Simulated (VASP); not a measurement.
ZnCu, 2 atoms in the cell. It takes space group Pm-3m (No. 221, cubic). Conventional cell: a = 2.885 Å, b = 2.885 Å, c = 2.885 Å, α = 90.00°, β = 90.00°, γ = 90.00°. Zn (site symmetry m-3m) has 8 Cu at 2.50 Å and 6 Zn at 2.88 Å within 3.3 Å. Within 3.3 Å of Cu (site symmetry m-3m) lie 8 Zn at 2.50 Å and 6 Cu at 2.88 Å. 

| Item | Value |
| --- | --- |
| Program | VASP 6.6.1 |
| Task | single point |
| Functional | PBE |
| Potentials or basis | VASP PAW PBE potentials, release 64 (Zn, Cu) |
| Cutoff | 520 eV |
| k mesh | 8 × 8 × 8 |
| Occupations | fermi-dirac, width 0.1 eV |
| Spin | no spin polarisation |
| Dipole correction | no |
| Further INCAR settings | ALGO = Normal; EDIFF = 1e-06; NBANDS = 18 |

Potentials or basis: VASP PAW PBE potentials, release 64 (Zn, Cu).

The run is started by

```bash
$ cat potpaw_PBE.64/Zn/POTCAR potpaw_PBE.64/Cu/POTCAR > POTCAR
$ mpirun -np 1 vasp_std > vasp.out
```

Hardware: 1 thread of Intel(R) Xeon(R) Platinum 8259CL CPU @ 2.50GHz (Skylake/Cascade Lake), with other jobs on the host.

Problem. How long does it take, and how much memory?

Solution. Run time: 9.5 s on 1 thread of Intel(R) Xeon(R) Platinum 8259CL CPU @ 2.50GHz (Skylake/Cascade Lake), with other jobs on the host, peak memory 0.14 GiB. Counts: scf iterations 13, k points 35.
